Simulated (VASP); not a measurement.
# SiGe3 (R-3m) in VASP: relaxation of cell and atoms with PBE

Aim: the relaxation of cell and atoms of SiGe3 with PBE.

Program: VASP 6.6.1. These are calculated values, not measurements. Logs are shortened: lines on timing, memory, paths and dates and some standing lists are left out, and cuts for length are marked.

### 1 The cell of the first run

Symmetry: R-3m, No. 166, trigonal system. The conventional cell has a = 8.010 Å, b = 8.010 Å, c = 9.811 Å, α = 90.00°, β = 90.00°, γ = 120.00°. Within 3.1 Å of Si (site symmetry 3m) lie 1 Si at 2.38 Å and 3 Ge at 2.43 Å. Within 3.2 Å of Ge (site symmetry m) lie 1 Si at 2.43 Å and 3 Ge at 2.48 Å.

### 2 Relaxation of cell and atoms, PBE

Input file INCAR:

```
PREC = Accurate
ENCUT = 500
EDIFF = 1E-7
ISMEAR = 0
SIGMA = 0.02
LREAL = False
LASPH = True
NELM = 120
ALGO = Normal
ISIF = 3
LWAVE = False
LCHARG = False
GGA = PE
IBRION = 2
NSW = 100
EDIFFG = -0.01
GGA_COMPAT = False
NELMIN = 4
```

Input file KPOINTS:

```
regular mesh
0
Gamma
  6 6 6
```

Input file POSCAR:

```
SiGe3
1.0
    4.0047893453      2.3121662066      3.2703379848
   -4.0047893453      2.3121662066      3.2703379848
    0.0000000000     -4.6243324132      3.2703379848
Si Ge
2 6
Direct
    0.8785639348      0.8785639348      0.8785639348
    0.1214360652      0.1214360652      0.1214360652
    0.8787435561      0.3712810456      0.3712810456
    0.6287189544      0.6287189544      0.1212564439
    0.6287189544      0.1212564439      0.6287189544
    0.3712810456      0.3712810456      0.8787435561
    0.1212564439      0.6287189544      0.6287189544
    0.3712810456      0.8787435561      0.3712810456
```

Potentials or basis: VASP PAW PBE potentials, release 64 (Si, Ge_d).

Run with:

```bash
cat potpaw_PBE.64/Si/POTCAR potpaw_PBE.64/Ge_d/POTCAR > POTCAR
mpirun -np 1 vasp_std > vasp.out
```

OUTCAR:

```text
PREC = Accurate
   ENCUT = 500
   EDIFF = 1E-7
   ISMEAR = 0
   LREAL = False
   LASPH = True
   NELM = 120
   ISIF = 3
   GGA = PE
   IBRION = 2
   NSW = 100
   EDIFFG = -0.01
   NELMIN = 4

 ion  position               nearest neighbor table
   1  0.879  0.879  0.879-   2 2.38   5 2.43   7 2.43   4 2.43
   2  0.121  0.121  0.121-   1 2.38   3 2.43   8 2.43   6 2.43
   3  0.879  0.371  0.371-   2 2.43   4 2.48   5 2.48   7 2.48
   4  0.629  0.629  0.121-   1 2.43   3 2.48   8 2.48   6 2.48
   5  0.629  0.121  0.629-   1 2.43   6 2.48   3 2.48   8 2.48
   6  0.371  0.371  0.879-   2 2.43   5 2.48   7 2.48   4 2.48
   7  0.121  0.629  0.629-   1 2.43   6 2.48   8 2.48   3 2.48
   8  0.371  0.879  0.371-   2 2.43   4 2.48   7 2.48   5 2.48

  LATTYP: Found a trigonal (rhomboedric) cell.
 ALAT       =     5.6638821317
 COS(alpha) =     0.0000899452

  Lattice vectors:

 A1 = (   4.0047893453,   2.3121662066,   3.2703379848)
 A2 = (  -4.0047893453,   2.3121662066,   3.2703379848)
 A3 = (   0.0000000000,  -4.6243324132,   3.2703379848)

Analysis of symmetry for initial positions (statically):
=====================================================================
 Subroutine PRICEL returns:
 Original cell was already a primitive cell.

 Routine SETGRP: Setting up the symmetry group for a
 trigonal (rhombohedral) supercell.

 Subroutine GETGRP returns: Found 12 space group operations
 (whereof 12 operations were pure point group operations)
 out of a pool of 12 trial point group operations.

The static configuration has the point symmetry D_3d.

Analysis of symmetry for dynamics (positions and initial velocities):
=====================================================================
 Subroutine PRICEL returns:
 Original cell was already a primitive cell.

 Routine SETGRP: Setting up the symmetry group for a
 trigonal (rhombohedral) supercell.

 Subroutine GETGRP returns: Found 12 space group operations
 (whereof 12 operations were pure point group operations)
 out of a pool of 12 trial point group operations.

The dynamic configuration has the point symmetry D_3d.

 Subroutine INISYM returns: Found 12 space group operations
 (whereof 12 operations are pure point group operations),
 and found     1 'primitive' translations

----------------------------------------------------------------------------------------

                                     Primitive cell

  volume of cell :     181.6948

  direct lattice vectors                    reciprocal lattice vectors
     4.004789345  2.312166207  3.270337985     0.124850512  0.072082477  0.101926264
    -4.004789345  2.312166207  3.270337985    -0.124850512  0.072082477  0.101926264
     0.000000000 -4.624332413  3.270337985     0.000000000 -0.144164953  0.101926264

  length of vectors
     5.663882132  5.663882132  5.663882132     0.176557348  0.176557348  0.176557348

  position of ions in fractional coordinates (direct lattice)
     0.878563935  0.878563935  0.878563935
     0.121436065  0.121436065  0.121436065
     0.878743556  0.371281046  0.371281046
     0.628718954  0.628718954  0.121256444
     0.628718954  0.121256444  0.628718954
     0.371281046  0.371281046  0.878743556
     0.121256444  0.628718954  0.628718954
     0.371281046  0.878743556  0.371281046

  ion indices of the primitive-cell ions
   primitive index   ion index
                 1           1
                 2           2
                 3           3
                 4           4
                 5           5
                 6           6
                 7           7
                 8           8

----------------------------------------------------------------------------------------

 KPOINTS: regular mesh

Automatic generation of k-mesh.
 Grid dimensions read from file:
 generate k-points for:    6    6    6

 Generating k-lattice:

  Cartesian coordinates                     Fractional coordinates (reciprocal lattice)
     0.020808419  0.012013746  0.016987711     0.166666667 -0.000000000 -0.000000000
    -0.020808419  0.012013746  0.016987711    -0.000000000  0.166666667 -0.000000000
     0.000000000 -0.024027492  0.016987711    -0.000000000 -0.000000000  0.166666667

  Length of vectors
     0.029426225  0.029426225  0.029426225

  Shift w.r.t. Gamma in fractional coordinates (k-lattice)
     0.000000000  0.000000000  0.000000000

 Subroutine IBZKPT returns following result:
 ===========================================

 Found     32 irreducible k-points:

 Following reciprocal coordinates:
            Coordinates               Weight
  0.000000  0.000000  0.000000      1.000000
  0.166667 -0.000000 -0.000000      6.000000
  0.333333 -0.000000  0.000000      6.000000
  0.500000  0.000000  0.000000      3.000000
  0.166667  0.166667 -0.000000      6.000000
  0.333333  0.166667  0.000000     12.000000
[... 16 lines left out ...]
  0.500000  0.500000  0.166667      6.000000
 -0.333333  0.500000  0.166667     12.000000
 [... further k-points ...]
   k-points           NKPTS =     32   k-points in BZ     NKDIM =     32   number of bands    NBANDS=     55
   number of dos      NEDOS =    301   number of ions     NIONS =      8
   total plane-waves  NPLWV =  74088
   dimension x,y,z NGX =    42 NGY =   42 NGZ =   42
   dimension x,y,z NGXF=    84 NGYF=   84 NGZF=   84
   ions per type =               2   6
   NGX,Y,Z   is equivalent  to a cutoff of  12.33, 12.33, 12.33 a.u.
   NGXF,Y,Z  is equivalent  to a cutoff of  24.66, 24.66, 24.66 a.u.
 SYSTEM =  unknown system
   PREC   = accura    normal or accurate (medium, high low for compatibility)
   ISTART =      0    job   : 0-new  1-cont  2-samecut
   ICHARG =      2    charge: 1-file 2-atom 10-const
   ISPIN  =      1    spin polarized calculation?
   LNONCOLLINEAR =      F non collinear calculations
   LSORBIT =      F    spin-orbit coupling
   LASPH  =      T    aspherical Exc in radial PAW
   ENCUT  =  500.0 eV  36.75 Ry    6.06 a.u.  10.33 10.33 10.33*2*pi/ulx,y,z
   NELM   =    120;   NELMIN=  4; NELMDL= -5     # of ELM steps
   EDIFF  = 0.1E-06   stopping-criterion for ELM
   LREAL  =      F    real-space projection
   EDIFFG = -.1E-01   stopping-criterion for IOM
   NSW    =    100    number of steps for IOM
   IBRION =      2    ionic relax: 0-MD 1-quasi-New 2-CG
   NFREE  =      1    steps in history (QN), initial steepest desc. (CG)
   ISIF   =      3    stress and relaxation
   ISYM   =      2    0-nonsym 1-usesym 2-fastsym
   POTIM  = 0.5000    time-step for ionic-motion
   TEBEG  =    0.0;   TEEND  =   0.0 temperature during run
   PSTRESS=    0.0 pullay stress
   NELECT =      92.0000    total number of electrons
   NUPDOWN=      -1.0000    fix difference up-down
   EMIN   =  10.00;   EMAX   =-10.00  energy-range for DOS
   EFERMI =   0.00;   METHOD = LEGACY
   ISMEAR =     0;   SIGMA  =   0.02  broadening in eV -4-tet -1-fermi 0-gaus
   EFERMI_NEDOS =   21; number of points for ismear=-14 and -15
   IALGO  =     38    algorithm
   IMIX   =      4    mixing-type and parameters
     AMIX     =   0.40;   BMIX     =  1.00
     AMIX_MAG =   1.60;   BMIX_MAG =  1.00
  volume/ion in A,a.u.               =      22.71       153.27
  Fermi-wavevector in a.u.,A,eV,Ry     =   1.304838  2.465786 23.165306  1.702602
  Thomas-Fermi vector in A             =   2.435747
   LORBIT       =      0    0 simple, 1 ext, 2 COOP (PROOUT), +10 PAW based schemes
   GGA     = PE    functional components
   LHFCALC =     F    Hartree Fock is set to
   AEXX    =    0.0000 exact exchange contribution
   IVDW    =     0    specifies the selected vdW correction
   LEPSILON=     F    determine dielectric tensor
   LRPA    =     F    only Hartree local field effects (RPA)
 conjugate gradient relaxation of ions
 non-spin polarized calculation
 Gauss-broadening in eV      SIGMA  =   0.02
  energy-cutoff  :      500.00
  volume of cell :      181.69
 maximum number of plane-waves:      4636
 NGX is ok and might be reduce to    42
   NGX = 21   NGY = 21   NGZ = 21

--------------------------------------- Ionic step        1  -------------------------------------------

 number of electron      91.9999930 magnetization

 Free energy of the ion-electron system (eV)
  ---------------------------------------------------
  ext. energy  EPLUGINS =         0.00000000
  ---------------------------------------------------
  free energy    TOTEN  =       -37.83928624 eV

  energy without entropy =      -37.83928624  energy(sigma->0) =      -37.83928624

------------------------ aborting loop because EDIFF is reached ----------------------------------------

  FORCE on cell =-STRESS in cart. coord.  units (eV):
  Direction    XX          YY          ZZ          XY          YZ          ZX
  --------------------------------------------------------------------------------------
  -------------------------------------------------------------------------------------
  Total        0.4616869      0.4616869      0.3486014      0.0000000     -0.0000000      0.0000000
  in kB        4.0711356      4.0711356      3.0739524      0.0000000     -0.0000000      0.0000000
  external PRESSURE =       3.7387412 kB  Pullay stress =       0.0000000 kB
[... 111 lines left out ...]
  energy  without entropy=      -37.8414921473  energy(sigma->0) =      -37.84149215

--------------------------------------- Ionic step        4  -------------------------------------------

 number of electron      91.9999975 magnetization

 Free energy of the ion-electron system (eV)
  ---------------------------------------------------
  ext. energy  EPLUGINS =         0.00000000
  ---------------------------------------------------
  free energy    TOTEN  =       -37.84176092 eV

  energy without entropy =      -37.84176092  energy(sigma->0) =      -37.84176092

 E-fermi :   4.8992     XC(G=0):  -9.6391

 val. band max:        4.8165116673   @ k =   0.0000   0.0000   0.0000
 cond. band min:       4.9804451882   @ k =   0.5000   0.5000   0.5000
 fundamental gap:      0.1639335209
 Fermi energy:         4.8992041772

 k-point     1 :       0.0000    0.0000    0.0000
  band No.  band energies     occupation
      1     -19.8432      2.00000
      2     -19.8379      2.00000
      3     -19.8379      2.00000
      4     -19.8310      2.00000
      5     -19.7911      2.00000
      6     -19.7911      2.00000
[... 1381 lines left out ...]
     54       8.5109      0.00000
     55       9.4228      0.00000

 [... further k-points ...]

------------------------ aborting loop because EDIFF is reached ----------------------------------------

  FORCE on cell =-STRESS in cart. coord.  units (eV):
  Direction    XX          YY          ZZ          XY          YZ          ZX
  --------------------------------------------------------------------------------------
  -------------------------------------------------------------------------------------
  Total       -0.0306434     -0.0306434     -0.0369572      0.0000000      0.0000000      0.0000000
  in kB       -0.2687399     -0.2687399     -0.3241112      0.0000000      0.0000000      0.0000000
  external PRESSURE =      -0.2871970 kB  Pullay stress =       0.0000000 kB
[... 23 lines left out ...]
  FREE ENERGIE OF THE ION-ELECTRON SYSTEM (eV)
  ---------------------------------------------------
  free  energy   TOTEN  =       -37.8417609178 eV

  energy  without entropy=      -37.8417609178  energy(sigma->0) =      -37.84176092

 reached required accuracy - stopping structural energy minimisation
```

It took 14 min on 1 thread of Oxide Virtual Turin-like, shared host; peak memory 0.37 GiB.

What came out:

| Property | Result |
| --- | --- |
| Free energy | -37.8418 eV |
| Relaxed volume | 22.84 Å³/atom |
| Relaxed cell | a = 5.674 Å, b = 5.674 Å, c = 5.674 Å, α = 90.02°, β = 90.02°, γ = 90.02° |
| Space group after relaxing (to 0.1 Å) | R-3m (No. 166) |
| Energy gained by relaxing | 0.3 meV/atom |
| Ionic steps | 4 |
| Pressure after relaxing | 0.0 GPa |
| Largest force after relaxing | 0.005 eV/Å |
| Band gap on the k mesh | 0.16 eV (least direct gap 0.43 eV) |

Forces on the atoms (eV/Å):
```
Si   0.000  0.000 -0.004
Si   0.000  0.000  0.004
Ge  -0.004 -0.002  0.001
Ge   0.000 -0.005 -0.001
Ge  -0.004  0.002 -0.001
Ge   0.000  0.005  0.001
Ge   0.004  0.002 -0.001
Ge   0.004 -0.002  0.001
```

The path:
```tsv
step	energy change (eV)	largest force (eV/Å)	pressure (GPa)	volume (Å³)
1	0.0000	0.0715	0.37	181.69
2	-0.0021	0.0222	-0.17	183.09
3	-0.0022	0.0286	-0.09	182.88
4	-0.0025	0.0047	-0.03	182.69
```

Final structure:
```xyz
8
Lattice="4.0130 2.3169 3.2748 -4.0130 2.3169 3.2748 0.0000 -4.6338 3.2748" Properties=species:S:1:pos:R:3 pbc="T T T"
Si    0.0000    0.0000    8.6270
Si    0.0000    0.0000    1.1974
Ge    2.0326    1.1735    5.3106
Ge    0.0000    2.3471    4.5138
Ge    2.0326   -1.1735    4.5138
Ge    0.0000   -2.3471    5.3106
Ge   -2.0326   -1.1735    4.5138
Ge   -2.0326    1.1735    5.3106
```

Caveat: semilocal functionals underestimate gaps, and a narrow one can read as zero. A k mesh can miss the band edges.
